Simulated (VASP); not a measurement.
Wanted: the native input for a VASP 6.6.1 run.

```yaml
Task: single point
Functional: PBEsol
Potentials_or_basis: VASP PAW PBE potentials, release 64 (Al)
Cutoff: 520 eV
k_mesh: 17 × 17 × 17
Occupations: fermi-dirac, width 0.05 eV
Spin: no spin polarisation
Dipole_correction: no
Further_INCAR_settings: ALGO = Normal; EDIFF = 1e-07; NBANDS = 8
```

The structure of Al lies in POSCAR:

```
Al
1.0
   -1.5381946637      1.5381946637      1.5381946637
    1.5381946637     -1.5381946637      1.5381946637
    1.5381946637      1.5381946637     -1.5381946637
Al
1
Direct
    0.0000000000      0.0000000000      0.0000000000
```

This cell differs from its parent crystal: volume scaled by 0.88.

These files were run (other wordings do the same):

INCAR

```
SYSTEM = Al
PREC     = Accurate       ! precision mode
ENCUT    = 520            ! plane-wave cutoff, eV
EDIFF    = 1E-7           ! SCF threshold, eV
ISMEAR   = -1             ! smearing method
SIGMA    = 0.05           ! smearing width, eV
LREAL    = .False.        ! projectors in reciprocal space
LASPH    = .True.         ! aspherical terms in the spheres
NELM     = 100            ! most SCF steps
ALGO     = Normal         ! electronic algorithm
ISIF     = 2              ! what is computed and relaxed
LWAVE    = .False.        ! write WAVECAR
LCHARG   = .True.         ! write CHGCAR
GGA      = PS             ! functional
LELF     = .True.         ! ELF
LVHAR    = .True.       
NBANDS   = 8              ! bands
```

KPOINTS

```
regular mesh
0
Gamma
  17 17 17
  0 0 0
```

Potentials or basis: VASP PAW PBE potentials, release 64 (Al).

Run with:

```bash
$ cat potpaw_PBE.64/Al/POTCAR > POTCAR
$ mpirun -np 1 vasp_std > vasp.out
```

Results of the run:

```json
{"Pressure": "12.5 GPa"}
```

Caveat: the PAW data sets were made with another functional, which shifts forces and pressure a little.

Run time: 9 s on 1 thread of Intel(R) Xeon(R) Platinum 8488C (Sapphire Rapids) (shared host), peak memory 0.12 GiB.
